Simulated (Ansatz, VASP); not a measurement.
## Two plane-wave programs on KMgF3

INCAR

```
ALGO = Normal
EDIFF = 1E-7
ENCUT = 520
GGA = PE
ISIF = 2
ISMEAR = 0
LASPH = T
LCHARG = F
LREAL = F
LWAVE = F
NBANDS = 24
NELM = 100
PREC = Accurate
SIGMA = 0.02
```

File KPOINTS:

```
k-points
0
Gamma
  6 6 6
```

POSCAR

```
KMgF3
1.0
    4.1850560227      0.0000000000      0.0000000000
    0.0000000000      4.1850560227      0.0000000000
    0.0000000000      0.0000000000      4.1850560227
K Mg F
1 1 3
Direct
    0.5000000000      0.5000000000      0.5000000000
    0.0000000000      0.0000000000      0.0000000000
    0.5000000000      0.0000000000      0.0000000000
    0.0000000000      0.5000000000      0.0000000000
    0.0000000000      0.0000000000      0.5000000000
```

Input for Ansatz:

```yaml
crystal:
  lattice:
    - [4.1850560227, 0.0, 0.0]
    - [0.0, 4.1850560227, 0.0]
    - [0.0, 0.0, 4.1850560227]
  atoms:
    - { symbol: K, position: [0.5, 0.5, 0.5] }
    - { symbol: Mg, position: [0.0, 0.0, 0.0] }
    - { symbol: F, position: [0.5, 0.0, 0.0] }
    - { symbol: F, position: [0.0, 0.5, 0.0] }
    - { symbol: F, position: [0.0, 0.0, 0.5] }
basis:
  ecutwfc: 420
kpoints:
  mp_grid: { grid: [6, 6, 6] }
hamiltonian:
  xc: pbe
scf:
  occupations: { method: gaussian, width: 0.02 }
output:
  forces: true
  stress: true
  eigenvalues: true
```

Alike in both runs: task single point; functional PBE; k mesh 6 × 6 × 6; occupations gaussian, width 0.02 eV; no spin polarisation.

```csv
,VASP,Ansatz
version,VASP 6.6.1,Ansatz 0.2.0
potentials or method,"VASP PAW PBE potentials, release 64 (K_sv, Mg, F), cutoff 520 eV","scalar-relativistic, plane waves, PAW"
valence electrons in the cell,32,40
```

Ansatz gave:

- gap on the k mesh at the Fermi level (eV): 6.31
- least direct gap on the mesh (eV): 6.62
- pressure (GPa): -5.1

**Question.** What did VASP give for the same quantities?

**Answer.** gap on the k mesh at the Fermi level (eV): 6.28; least direct gap on the mesh (eV): 6.60; pressure (GPa): -5.5.

With one functional, cell and mesh, what is left measures potentials, basis and numerics. VASP's potentials hold 32 valence electrons a cell and Ansatz's 40, so a difference there can come from the potentials and not from the codes.
